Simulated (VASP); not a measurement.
## BaTiO3: single point with PBE

BaTiO3:

```
CELL_PARAMETERS angstrom
3.96320 0.00000 0.00000
0.00000 2.85788 2.87420
0.00000 -2.85788 2.87420
ATOMIC_POSITIONS crystal
Ba 0.00000 0.00496 0.00496
Ti 0.50000 0.52057 0.52057
O 0.50000 0.97676 0.49078
O 0.50000 0.49078 0.97676
O 0.00000 0.48683 0.48683
```

```json
{
  "Program": "VASP 6.6.1",
  "Task": "single point",
  "Functional": "PBE",
  "Potentials or basis": "VASP PAW PBE potentials, release 64 (Ba_sv, Ti_sv, O)",
  "Cutoff": "520 eV",
  "k mesh": "6 × 6 × 6",
  "Occupations": "gaussian, width 0.01 eV",
  "Spin": "non-collinear spin, zero start, spin-orbit coupling",
  "Starting moments": "[[0.0, 0.0, 0.0], [0.0, 0.0, 0.0], [0.0, 0.0, 0.0], [0.0, 0.0, 0.0], [0.0, 0.0, 0.0]] μB",
  "Dipole correction": "no",
  "Further INCAR settings": "ALGO = Normal; EDIFF = 1e-06; NBANDS = 55"
}
```

```
Pressure                                              : 4.9 GPa
Largest force                                         : 0.155 eV/Å
Net moment                                            : 0.00 μB per cell
Valence electrons inside the program's atomic spheres : Ba 7.98; Ti 10.29; O 5.04, 5.03 (each value once)
```

Forces in eV/Å, atoms in the order of the input:
```
Ba   0.000  0.000 -0.017
Ti   0.000  0.000 -0.133
O    0.000  0.126  0.090
O    0.000 -0.126  0.090
O    0.000  0.000 -0.030
```

Stress tensor (GPa, compression positive):
```
4.82 0.00 0.00
0.00 5.04 0.00
0.00 0.00 4.86
```

Moments on the atoms (μB; x, y, z):
```
Ba  0.00 0.00 0.00
Ti  0.00 0.00 0.00
O   0.00 0.00 0.00
O   0.00 0.00 0.00
O   0.00 0.00 0.00
```

Wall time 8.7 min on 1 thread of Intel(R) Xeon(R) Platinum 8488C (Sapphire Rapids), with other jobs on the host, peak memory 0.57 GiB.

Caveat: the cell stands under pressure.
